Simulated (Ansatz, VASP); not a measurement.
**LiF in VASP and in Ansatz**

```xyz
4
Lattice="3.0802 0.0000 0.0000 -1.5401 2.6675 0.0000 0.0000 0.0000 4.5088" Properties=species:S:1:pos:R:3 pbc="T T T"
Li    0.0000    1.7783    1.8157
Li    1.5401    0.8892    4.0700
F     0.0000    1.7783    4.4683
F     1.5401    0.8892    2.2139
```

Alike in both runs: task single point; functional LDA; k mesh 9 × 9 × 6; occupations gaussian, width 0.05 eV; no spin polarisation.

|  | VASP | Ansatz |
| --- | --- | --- |
| version | VASP 6.6.1 | Ansatz 0.2.0 |
| potentials or method | VASP PAW LDA potentials, release 64 (Li_sv, F), cutoff 520 eV | scalar-relativistic, plane waves, PAW |
| valence electrons in the cell | 20 | 20 |

```csv
,VASP,Ansatz,Ansatz less VASP
gap on the k mesh at the Fermi level (eV),7.68,7.69,+0.015
least direct gap on the mesh (eV),7.68,7.69,+0.015
rms of the force components (eV/Å),0.020,0.023,+0.0022
```

LDA's correlation is that of Perdew and Zunger in VASP and of Perdew and Wang (1992) in Ansatz. Atom by atom the forces differ by 0.002 eV/Å (rms over components).

Noted on VASP's run: the cutoff is short for stress, so the pressure is rough.
